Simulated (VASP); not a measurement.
Here is a VASP 6.6.1 calculation.

INCAR

```
SYSTEM = Hf
  PREC = Accurate
  ENCUT = 520
  EDIFF = 1E-8
  ISMEAR = -1
  SIGMA = 0.05
  LREAL = .FALSE.
  LASPH = .TRUE.
  NELM = 100
  ALGO = Normal
  ISIF = 2
  LWAVE = .FALSE.
  LCHARG = .FALSE.
  GGA = PE
  LEFG = .TRUE.
  NBANDS = 17
```

Contents of KPOINTS:

```
regular mesh
0
G
  13 13 7
  0 0 0
```

POSCAR

```
Hf
1.0
    3.1752435252      0.0000000000      0.0000000000
   -1.5876217626      2.7498415561      0.0000000000
    0.0000000000      0.0000000000      5.0238540107
Hf
2
Direct
    0.3333333333      0.6666666667      0.2500000000
    0.6666666667      0.3333333333      0.7500000000
```

Potentials or basis: VASP PAW PBE potentials, release 64 (Hf_pv).

The run is started by

```console
$ cat potpaw_PBE.64/Hf_pv/POTCAR > POTCAR
$ mpirun -np 1 vasp_std > vasp.out
```

**Question.** Estimate the band gap on the k mesh.

**Answer.** Zero (bands 10 and 11 overlap by 1.58 eV).

**Question.** What does it give for the pressure?

**Answer.** 2.6 GPa.

Electric field gradients, principal values (V/Å²):
| atom | least | middle | greatest (by size) |
| --- | --- | --- | --- |
| 1 Hf | -43.388 | -43.388 | 86.776 |
| 2 Hf | -43.388 | -43.388 | 86.776 |

Caveat: without QUAD_EFG the Cq values of the log hold for a quadrupole moment of 1 mb, not for the nuclei; spin-orbit coupling is left out, which moves the levels of the heavy elements.
